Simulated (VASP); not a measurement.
CdCo2, 3 atoms in the cell. It takes space group P6/mmm (No. 191, hexagonal). The conventional cell has a = 3.531 Å, b = 3.531 Å, c = 3.813 Å, α = 90.00°, β = 90.00°, γ = 120.00°. Within 3.9 Å of Cd (site symmetry 6/mmm) lie 12 Co at 2.79 Å and 8 Cd at 3.53 to 3.81 Å. Within 2.8 Å of Co (site symmetry -6m2) lie 3 Co at 2.04 Å and 6 Cd at 2.79 Å. 

- Program: VASP 6.6.1
- Task: single point
- Functional: PBE
- Potentials or basis: VASP PAW PBE potentials, release 64 (Cd, Co)
- Cutoff: 520 eV
- k mesh: 6 × 6 × 6
- Occupations: gaussian, width 0.1 eV
- Spin: collinear spin, ferromagnetic start
- Starting moments: [0.0, 3.0, 3.0] μB
- Dipole correction: no
- Further INCAR settings: ALGO = Normal; EDIFF = 1e-06; NBANDS = 26

Potentials or basis: VASP PAW PBE potentials, release 64 (Cd, Co).

Command:

```console
$ cat potpaw_PBE.64/Cd/POTCAR potpaw_PBE.64/Co/POTCAR > POTCAR
$ mpirun -np 1 vasp_std > vasp.out
```

Hardware: 1 thread of Oxide Virtual Turin-like Processor (shared host).

Estimate the wall time of this run.

It took 72 s on 1 thread of Oxide Virtual Turin-like Processor, with other jobs on the host, peak memory 0.16 GiB. Counts: scf iterations 14, k points 28.
